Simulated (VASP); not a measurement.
The system is Ga3AsP2.

```
P As Ga
1.0
     3.90596    0.00000    0.00000
    -1.95298    3.38266    0.00000
     0.00000    0.00000    9.56218
P As Ga
2 1 3
Direct
  0.00000 0.00000 0.00306
  0.33333 0.66667 0.33052
  0.66667 0.33333 0.66634
  0.33333 0.66667 0.08325
  0.66667 0.33333 0.41034
  0.00000 0.00000 0.75648
```

Base run:

| Property | Result |
| --- | --- |
| Program | VASP 6.6.1 |
| Functional | PBE |
| Potentials or basis | VASP PAW PBE potentials, release 64 (P, As, Ga_d) |
| Cutoff | 520 eV |
| k mesh | 6 × 6 × 2 |
| Occupations | fermi-dirac, width 0.001 eV |
| Spin | no spin polarisation |

Its results: band gap on the k mesh 1.21 eV; pressure 2.7 GPa; largest force 0.078 eV/Å.

Problem. The run is repeated on the same cell with these changes: functional from PBE to r2SCAN; occupations from fermi-dirac, width 0.001 eV to gaussian, width 0.01 eV. What comes out?

Solution. Band gap on the k mesh 1.62 eV (least direct gap 1.70 eV); pressure 0.0 GPa; largest force 0.019 eV/Å.

Caveats: the PAW data sets were made with another functional, which shifts forces and pressure a little (at least some runs).

A k mesh can miss the band edges.
